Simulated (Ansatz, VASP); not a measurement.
## One calculation of CdTe, two programs

```
Cd Te
1.0
     0.00000    3.20370    3.20370
     3.20370    0.00000    3.20370
     3.20370    3.20370    0.00000
Cd Te
1 1
Direct
  0.00000 0.00000 0.00000
  0.25000 0.25000 0.25000
```

Alike in both runs: task single point; functional LDA; k mesh 12 × 12 × 12; occupations fermi-dirac, width 0.05 eV; no spin polarisation.

```csv
,VASP,Ansatz
version,VASP 6.6.1,Ansatz 0.2.0
potentials or method,"VASP PAW LDA potentials, release 64 (Cd, Te), cutoff 520 eV","all-electron LAPW, scalar-relativistic"
```

```tsv
	VASP	Ansatz	Ansatz less VASP
pressure (GPa)	0.3	0.0	-0.25
```

LDA's correlation is that of Perdew and Zunger in VASP and of Perdew and Wang (1992) in Ansatz. Ansatz ran all-electron here, and VASP with PAW potentials.

Spin-orbit coupling is off throughout.
